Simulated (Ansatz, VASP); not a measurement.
**One calculation of Pt, two programs**

The input INCAR:

```
SYSTEM = Pt
PREC = Accurate
ENCUT = 520
EDIFF = 1E-7
ISMEAR = 0
SIGMA = 0.15
LREAL = .FALSE.
LASPH = .TRUE.
NELM = 100
ALGO = Fast
ISIF = 2
LWAVE = .FALSE.
LCHARG = .TRUE.
GGA = PS
LELF = .TRUE.
LVHAR = .TRUE.
NBANDS = 11
```

File KPOINTS:

```
Automatic mesh
0
G
  22 22 22
  0 0 0
```

File POSCAR:

```
Pt
1.0
   -1.1749491109      1.6303412454      1.6303412454
    1.6303412454     -1.1749491109      1.6303412454
    1.6303412454      1.6303412454     -1.1749491109
Pt
1
Direct
    0.0000000000      0.0000000000      0.0000000000
```

Input for Ansatz:

```yaml
crystal:
  lattice:
    - [-1.1749491109, 1.6303412454, 1.6303412454]
    - [1.6303412454, -1.1749491109, 1.6303412454]
    - [1.6303412454, 1.6303412454, -1.1749491109]
  atoms:
    - { symbol: Pt, position: [0.0, 0.0, 0.0] }
basis:
  ecutwfc: 420
kpoints:
  mp_grid: { grid: [22, 22, 22] }
hamiltonian:
  xc: pbesol
  pseudopotentials: { kind: paw, azcp: { folder: soft_1 } }
scf:
  occupations: { method: gaussian, width: 0.15 }
output:
  forces: true
  stress: true
  eigenvalues: true
```

Alike in both runs: task single point; functional PBEsol; k mesh 22 × 22 × 22; occupations gaussian, width 0.15 eV; no spin polarisation.

```csv
,VASP,Ansatz
version,VASP 6.6.1,Ansatz 0.2.0
potentials or method,"VASP PAW PBE potentials, release 64 (Pt), cutoff 520 eV","scalar-relativistic, plane waves, PAW"
valence electrons in the cell,10,18
```

Ansatz gave:

| Quantity | Value |
| --- | --- |
| gap on the k mesh at the Fermi level (eV) | none |
| pressure (GPa) | 5.4 |
| traceless stress, the component that is largest in VASP (GPa) | -2.24 |

**Question.** Which values does VASP return?

**Answer.** gap on the k mesh at the Fermi level (eV): none; pressure (GPa): 5.0; traceless stress, the component that is largest in VASP (GPa): -2.20.

VASP's potentials were made for PBE, not for PBEsol, and Ansatz warns of the same on its side. A gap of «none» marks a metal or a gap that the smearing closes. With one functional, cell and mesh, what is left measures potentials, basis and numerics. VASP's potentials hold 10 valence electrons a cell and Ansatz's 18, so a difference there can come from the potentials and not from the codes.

Spin-orbit coupling is off throughout.
